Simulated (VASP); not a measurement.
# Sb (Fm-3m) in VASP: a series of runs, part 2 of 2

VASP 6.6.1. Earlier steps stand in the parts before.

### Step 4. Single point, PBE-based screened hybrid with 25 % exact exchange

This run uses another cell than the first one, of 26.67 Å³/atom.

POSCAR

```
Sb
1.0
    0.0000000000      2.3712425216      2.3712425216
    2.3712425216      0.0000000000      2.3712425216
    2.3712425216      2.3712425216      0.0000000000
Sb
1
Direct
    0.0000000000      0.0000000000      0.0000000000
```

INCAR.step1

```
PREC = Accurate
ENCUT = 520
EDIFF = 1E-5
ISMEAR = -1
SIGMA = 0.05
LREAL = F
LASPH = T
NELM = 100
ALGO = Normal
ISIF = 2
LWAVE = T
GGA = PE
NBANDS = 8
```

INCAR.step2

```
PREC = Accurate
ENCUT = 520
EDIFF = 1E-7
ISMEAR = -1
SIGMA = 0.05
LREAL = F
LASPH = T
NELM = 100
ALGO = Normal
ISIF = 2
LWAVE = F
LCHARG = T
GGA = PE
LHFCALC = T
AEXX = 0.25
HFSCREEN = 0.3
PRECFOCK = Normal
LELF = T
LVHAR = T
ISTART = 1
NBANDS = 8
```

KPOINTS

```
Automatic mesh
0
Gamma
  5 5 5
```

Potentials or basis: VASP PAW PBE potentials, release 64 (Sb).

The run is started by

```bash
> cat potpaw_PBE.64/Sb/POTCAR > POTCAR
> cp INCAR.step1 INCAR
> mpirun -np 1 vasp_std > vasp.out
> cp INCAR.step2 INCAR
> mpirun -np 1 vasp_std > vasp.out
```

OUTCAR:

```text
PREC = Accurate
   ENCUT = 520
   EDIFF = 1E-7
   ISMEAR = -1
   LREAL = F
   LASPH = T
   NELM = 100
   ISIF = 2
   GGA = PE
   LHFCALC = T
   AEXX = 0.25
   HFSCREEN = 0.3
   PRECFOCK = Normal
   ISTART = 1

 ion  position               nearest neighbor table
   1  0.000  0.000  0.000-

  LATTYP: Found a face centered cubic cell.
 ALAT       =     4.7424850432

  Lattice vectors:

 A1 = (   0.0000000000,   2.3712425216,   2.3712425216)
 A2 = (   2.3712425216,   0.0000000000,   2.3712425216)
 A3 = (   2.3712425216,   2.3712425216,   0.0000000000)

Analysis of symmetry for initial positions (statically):
=====================================================================
 Subroutine PRICEL returns:
 Original cell was already a primitive cell.

 Routine SETGRP: Setting up the symmetry group for a
 face centered cubic supercell.

 Subroutine GETGRP returns: Found 48 space group operations
 (whereof 48 operations were pure point group operations)
 out of a pool of 48 trial point group operations.

The static configuration has the point symmetry O_h .

Analysis of symmetry for dynamics (positions and initial velocities):
=====================================================================
 Subroutine PRICEL returns:
 Original cell was already a primitive cell.

 Routine SETGRP: Setting up the symmetry group for a
 face centered cubic supercell.

 Subroutine GETGRP returns: Found 48 space group operations
 (whereof 48 operations were pure point group operations)
 out of a pool of 48 trial point group operations.

The dynamic configuration has the point symmetry O_h .

 Subroutine INISYM returns: Found 48 space group operations
 (whereof 48 operations are pure point group operations),
 and found     1 'primitive' translations

----------------------------------------------------------------------------------------

                                     Primitive cell

  volume of cell :      26.6660

  direct lattice vectors                    reciprocal lattice vectors
     0.000000000  2.371242522  2.371242522    -0.210859916  0.210859916  0.210859916
     2.371242522  0.000000000  2.371242522     0.210859916 -0.210859916  0.210859916
     2.371242522  2.371242522  0.000000000     0.210859916  0.210859916 -0.210859916

  length of vectors
     3.353443334  3.353443334  3.353443334     0.365220089  0.365220089  0.365220089

  position of ions in fractional coordinates (direct lattice)
     0.000000000  0.000000000  0.000000000

  ion indices of the primitive-cell ions
   primitive index   ion index
                 1           1

----------------------------------------------------------------------------------------

 KPOINTS: Automatic mesh

Automatic generation of k-mesh.
 Grid dimensions read from file:
 generate k-points for:    5    5    5

 Generating k-lattice:

  Cartesian coordinates                     Fractional coordinates (reciprocal lattice)
[... 22 lines left out ...]
 -0.400000  0.200000  0.000000     24.000000
 -0.200000  0.200000  0.000000     12.000000
  0.400000  0.400000  0.000000      6.000000
 -0.400000  0.400000  0.000000     12.000000
 -0.400000  0.400000  0.200000     24.000000
   k-points           NKPTS =     10   k-points in BZ     NKDIM =    125   number of bands    NBANDS=      8
   number of dos      NEDOS =    301   number of ions     NIONS =      1
   total plane-waves  NPLWV =  21952
   dimension x,y,z NGX =    28 NGY =   28 NGZ =   28
   dimension x,y,z NGXF=    56 NGYF=   56 NGZF=   56
   ions per type =               1
   NGX,Y,Z   is equivalent  to a cutoff of  13.88, 13.88, 13.88 a.u.
   NGXF,Y,Z  is equivalent  to a cutoff of  27.76, 27.76, 27.76 a.u.
 SYSTEM =  unknown system
   PREC   = accura    normal or accurate (medium, high low for compatibility)
   ISTART =      1    job   : 0-new  1-cont  2-samecut
   ICHARG =      0    charge: 1-file 2-atom 10-const
   ISPIN  =      1    spin polarized calculation?
   LNONCOLLINEAR =      F non collinear calculations
   LSORBIT =      F    spin-orbit coupling
   LASPH  =      T    aspherical Exc in radial PAW
   ENCUT  =  520.0 eV  38.22 Ry    6.18 a.u.   6.24  6.24  6.24*2*pi/ulx,y,z
   NELM   =    100;   NELMIN=  2; NELMDL=  0     # of ELM steps
   EDIFF  = 0.1E-06   stopping-criterion for ELM
   LREAL  =      F    real-space projection
   EDIFFG = 0.1E-05   stopping-criterion for IOM
   NSW    =      0    number of steps for IOM
   IBRION =     -1    ionic relax: 0-MD 1-quasi-New 2-CG
   NFREE  =      0    steps in history (QN), initial steepest desc. (CG)
   ISIF   =      2    stress and relaxation
   ISYM   =      3    0-nonsym 1-usesym 2-fastsym
   POTIM  = 0.5000    time-step for ionic-motion
   TEBEG  =    0.0;   TEEND  =   0.0 temperature during run
   PSTRESS=    0.0 pullay stress
   NELECT =       5.0000    total number of electrons
   NUPDOWN=      -1.0000    fix difference up-down
   EMIN   =  10.00;   EMAX   =-10.00  energy-range for DOS
   EFERMI =   0.00;   METHOD = LEGACY
   ISMEAR =    -1;   SIGMA  =   0.05  broadening in eV -4-tet -1-fermi 0-gaus
   EFERMI_NEDOS =   21; number of points for ismear=-14 and -15
   IALGO  =     38    algorithm
   IMIX   =      1    mixing-type and parameters
     AMIX     =   0.40;   BMIX     =  1.00
     AMIX_MAG =   1.60;   BMIX_MAG =  1.00
  volume/ion in A,a.u.               =      26.67       179.95
  Fermi-wavevector in a.u.,A,eV,Ry     =   0.937013  1.770697 11.945820  0.877993
  Thomas-Fermi vector in A             =   2.064081
   LORBIT       =      0    0 simple, 1 ext, 2 COOP (PROOUT), +10 PAW based schemes
   GGA     = PE    functional components
   LHFCALC =     T    Hartree Fock is set to
   PRECFOCK=normal    Normal, Fast or Accurate (Low or Medium for compatibility)
   ENCUT4O =  -1.0   cutoff for four orbital integrals eV
   NKREDX  =     1    reduce k-point grid by
   NKREDY  =     1    reduce k-point grid by
   NKREDZ  =     1    reduce k-point grid by
   AEXX    =    0.2500 exact exchange contribution
   HFSCREEN=    0.3000 screening length (either q_TF or 0.3 A-1)
   HFSCREENC=   0.3000 screening length for correlation (either q_TF or 0.3 A-1)
   ENCUTFOCK=  -1.0 apply spherical cutoff to Coloumb kernel
   IVDW    =     0    specifies the selected vdW correction
   LEPSILON=     F    determine dielectric tensor
   LRPA    =     F    only Hartree local field effects (RPA)
 non-spin polarized calculation
  energy-cutoff  :      520.00
  volume of cell :       26.67
 maximum number of plane-waves:       728
 NGX is ok and might be reduce to    28
  NGX = 20; NGY = 20; NGZ = 20

 number of electron       5.0000000 magnetization

 Free energy of the ion-electron system (eV)
  ---------------------------------------------------
  ext. energy  EPLUGINS =         0.00000000
  ---------------------------------------------------
  free energy    TOTEN  =        -4.43110637 eV

  energy without entropy =       -4.41788219  energy(sigma->0) =       -4.42449428

 E-fermi :   8.3394     XC(G=0):  -8.6802

 val. band max:        8.2872577977   @ k =  -0.4000   0.4000   0.2000
 cond. band min:       8.5607709393   @ k =  -0.2000   0.2000   0.0000
 fundamental gap:      0.2735131416
 Fermi energy:         8.3394328708

 k-point     1 :       0.0000    0.0000    0.0000
  band No.  band energies     occupation
      1      -5.7757      2.00000
      2      14.4763      0.00000
      3      14.4763      0.00000
      4      14.4763      0.00000
      5      19.0341      0.00000
      6      19.0341      0.00000
      7      19.0341      0.00000
      8      19.5521      0.00000
[... 89 lines left out ...]
 k-point    10 :      -0.4000    0.4000    0.2000
  band No.  band energies     occupation
      1      -0.4456      2.00000
      2       4.8148      2.00000
      3       6.1470      2.00000
      4       8.2873      1.47905
      5      17.5810      0.00000
      6      18.4233      0.00000
      7      20.1450      0.00000
      8      24.1036      0.00000

------------------------ aborting loop because EDIFF is reached ----------------------------------------

  FORCE on cell =-STRESS in cart. coord.  units (eV):
  Direction    XX          YY          ZZ          XY          YZ          ZX
  --------------------------------------------------------------------------------------
  -------------------------------------------------------------------------------------
  Total       -0.1404299     -0.1404299     -0.1404299      0.0000000     -0.0000000     -0.0000000
  in kB       -8.4374717     -8.4374717     -8.4374717      0.0000000     -0.0000000     -0.0000000
  external PRESSURE =      -8.4374717 kB  Pullay stress =       0.0000000 kB

 VOLUME and BASIS-vectors are now :
 -----------------------------------------------------------------------------
  energy-cutoff  :      520.00
  volume of cell :       26.67
      direct lattice vectors                 reciprocal lattice vectors
     0.000000000  2.371242522  2.371242522    -0.210859916  0.210859916  0.210859916
     2.371242522  0.000000000  2.371242522     0.210859916 -0.210859916  0.210859916
     2.371242522  2.371242522  0.000000000     0.210859916  0.210859916 -0.210859916

 POSITION                                       TOTAL-FORCE (eV/Angst)
 -----------------------------------------------------------------------------------
      0.00000      0.00000      0.00000         0.000000      0.000000      0.000000
 -----------------------------------------------------------------------------------
    total drift:                                0.000002      0.000002     -0.000001

  FREE ENERGIE OF THE ION-ELECTRON SYSTEM (eV)
  ---------------------------------------------------
  free  energy   TOTEN  =        -4.4311063699 eV

  energy  without entropy=       -4.4178821907  energy(sigma->0) =       -4.42449428
```

OUTCAR.step1:

```text
PREC = Accurate
   ENCUT = 520
   EDIFF = 1E-5
   ISMEAR = -1
   LREAL = F
[... 309 lines left out ...]

 POSITION                                       TOTAL-FORCE (eV/Angst)
 -----------------------------------------------------------------------------------
      0.00000      0.00000      0.00000        -0.000000      0.000000     -0.000000
 -----------------------------------------------------------------------------------
    total drift:                                0.000000      0.000000      0.000000

  FREE ENERGIE OF THE ION-ELECTRON SYSTEM (eV)
  ---------------------------------------------------
  free  energy   TOTEN  =        -3.7719275646 eV

  energy  without entropy=       -3.7580438249  energy(sigma->0) =       -3.76498569
```

OSZICAR.step1:

```text
N       E                     dE             d eps       ncg     rms          rms(c)
DAV:   1     0.627161061874E+01    0.62716E+01   -0.15440E+03   160   0.404E+02
DAV:   2    -0.366621308420E+01   -0.99378E+01   -0.98024E+01   232   0.570E+01
DAV:   3    -0.377708969071E+01   -0.11088E+00   -0.11071E+00   216   0.645E+00
DAV:   4    -0.377750616603E+01   -0.41648E-03   -0.41647E-03   224   0.473E-01
DAV:   5    -0.377750688504E+01   -0.71901E-06   -0.71833E-06   208   0.165E-02    0.172E+00
DAV:   6    -0.377387257089E+01    0.36343E-02   -0.20414E-03   224   0.236E-01    0.975E-01
DAV:   7    -0.377191690867E+01    0.19557E-02   -0.42870E-03   176   0.342E-01    0.552E-02
DAV:   8    -0.377192732709E+01   -0.10418E-04   -0.49252E-05   232   0.551E-02    0.492E-03
DAV:   9    -0.377192756464E+01   -0.23755E-06   -0.73104E-07   152   0.655E-03
   1 F= -.37719276E+01 E0= -.37649857E+01  d E =-.138837E-01
```

Run time: 2.1 min. Hardware: 1 thread of Intel Xeon Platinum 8488C (Sapphire Rapids), shared host; peak memory 0.25 GiB.

Results:

* Free energy: -4.4311 eV
* Pressure: -0.8 GPa
* Band gap on the k mesh: zero (an odd number of electrons rules out a gap without spin polarisation)

Caveat: the k points lie up to 0.46 Å⁻¹ apart, too coarse for converged energies and pressures of a metal; the PAW data sets were made with another functional, which shifts forces and pressure a little; spin-orbit coupling is left out, which moves the levels of the heavy elements.

### Step 5. Single point, PBE-based screened hybrid with 25 % exact exchange

This run uses another cell than the first one, of 26.72 Å³/atom.

POSCAR

```
Sb
1.0
    0.0000000000      2.3728447642      2.3728447642
    2.3728447642      0.0000000000      2.3728447642
    2.3728447642      2.3728447642      0.0000000000
Sb
1
Direct
    0.0000000000      0.0000000000      0.0000000000
```

INCAR.step1

```
PREC = Accurate ; ENCUT = 520
EDIFF = 1E-5 ; ISMEAR = -1
SIGMA = 0.05 ; LREAL = False
LASPH = True ; NELM = 100
ALGO = Normal ; ISIF = 2
LWAVE = True ; LCHARG = False
NBANDS = 8 ; GGA = PE
```

INCAR.step2

```
PREC = Accurate ; ENCUT = 520
EDIFF = 1E-7 ; ISMEAR = -1
SIGMA = 0.05 ; LREAL = False
LASPH = True ; NELM = 100
ALGO = Normal ; ISIF = 2
LWAVE = False ; LCHARG = False
GGA = PE ; LHFCALC = True
AEXX = 0.25 ; HFSCREEN = 0.3
PRECFOCK = Normal ; NBANDS = 8
ISTART = 1
```

KPOINTS

```
regular mesh
0
Gamma
  5 5 5
```

The run is started by

```bash
> cat potpaw_PBE.64/Sb/POTCAR > POTCAR
> cp INCAR.step1 INCAR
> mpirun -np 1 vasp_std > vasp.out
> cp INCAR.step2 INCAR
> mpirun -np 1 vasp_std > vasp.out
```

Wall time 2.1 min (1 thread of Intel Xeon Platinum 8488C (Sapphire Rapids), shared host); peak memory 0.25 GiB.

Results (log left out):

| Item | Value |
| --- | --- |
| Free energy | -4.4308 eV |
| Pressure | -1.0 GPa |
| Band gap on the k mesh | zero (an odd number of electrons rules out a gap without spin polarisation) |

Levels at points of the mesh, in eV from the Fermi level:
```tsv
k point	band 1	band 2	band 3	band 4	band 5	band 6	band 7
(0.00, 0.00, 0.00)	-14.10	6.12	6.12	6.12	10.69	10.69	10.69
```

Caveat: the k points lie up to 0.46 Å⁻¹ apart, too coarse for converged energies and pressures of a metal; the PAW data sets were made with another functional, which shifts forces and pressure a little; spin-orbit coupling is left out, which moves the levels of the heavy elements.

### Step 6. Summary

```csv
level,cell,screening parameter,gap on the mesh (eV),pressure (GPa)
PBEsol-based screened hybrid with 25 % exact exchange,"a = 3.322 Å, angles 60.0°, 1 atom",0.207 1/Å,none,-1.0
HSE06,"a = 3.353 Å, angles 60.0°, 1 atom",0.2079 1/Å,none,-1.2
PBE-based screened hybrid with 25 % exact exchange,"a = 3.353 Å, angles 60.0°, 1 atom",0.3 1/Å,none,-0.8
PBE-based screened hybrid with 25 % exact exchange,"a = 3.356 Å, angles 60.0°, 1 atom",0.3 1/Å,none,-1.0
```

Alike in all rows: task single point; potentials or basis VASP PAW PBE potentials, release 64 (Sb); no spin polarisation; k mesh 5 × 5 × 5; cutoff (eV) 520; smearing fermi-dirac 0.05 eV.

Caveats: all runs use coarse meshes; the PAW data sets were made with another functional, which shifts forces and pressure a little; spin-orbit coupling is left out, which moves the levels of the heavy elements.

Total energies depend on the potentials used, so only differences within one code and one set of settings carry meaning.

The gap in the log of VASP goes by the Fermi energy; the results here count the filled bands.